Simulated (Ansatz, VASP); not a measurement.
# Two plane-wave programs on Na

```
Na
1.0
     0.00000    2.70320    2.70320
     2.70320    0.00000    2.70320
     2.70320    2.70320    0.00000
Na
1
Cartesian
  0.0000 0.0000 0.0000
```

Alike in both runs: task single point; functional RPBE; k mesh 11 × 11 × 11; occupations fermi-dirac, width 0.1 eV; no spin polarisation.

|  | VASP | Ansatz |
| --- | --- | --- |
| version | VASP 6.6.1 | Ansatz 0.2.0 |
| potentials or method | VASP PAW PBE potentials, release 64 (Na_pv), cutoff 520 eV | plane waves (420 eV) with PAW, scalar-relativistic |
| valence electrons in the cell | 7 | 9 |

|  | VASP | Ansatz | Ansatz less VASP |
| --- | --- | --- | --- |
| pressure (GPa) | 0.0 | 0.0 | -0.02 |

VASP's potentials were made for PBE, not for RPBE. VASP's potentials hold 7 valence electrons a cell and Ansatz's 9, so a difference there can come from the potentials and not from the codes.
